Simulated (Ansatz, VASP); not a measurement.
# Two plane-wave programs on CdS

```
Cd S
1.0
     0.00000    2.75324    2.75324
     2.75324    0.00000    2.75324
     2.75324    2.75324    0.00000
Cd S
1 1
Direct
  0.00000 0.00000 0.00000
  0.50000 0.50000 0.50000
```

Alike in both runs: task single point; functional PBE; k mesh 8 × 8 × 8; occupations gaussian, width 0.016 eV; no spin polarisation.

|  | VASP | Ansatz |
| --- | --- | --- |
| version | VASP 6.6.1 | Ansatz 0.2.0 |
| potentials or method | VASP PAW PBE potentials, release 64 (Cd, S) | Ansatz PAW |
| plane-wave cutoff (eV) | 520 | 420 |
| valence electrons in the cell | 18 | 26 |

Ansatz gave:

* gap on the k mesh at the Fermi level (eV): 0.26
* least direct gap on the mesh (eV): 1.55
* pressure (GPa): -0.4

Task: Estimate VASP's values.

Result: gap on the k mesh at the Fermi level (eV): 0.25; least direct gap on the mesh (eV): 1.53; pressure (GPa): -0.1.

The functional is the same, so the differences come from potentials, cutoffs and numerics. VASP's potentials hold 18 valence electrons a cell and Ansatz's 26, so a difference there can come from the potentials and not from the codes.
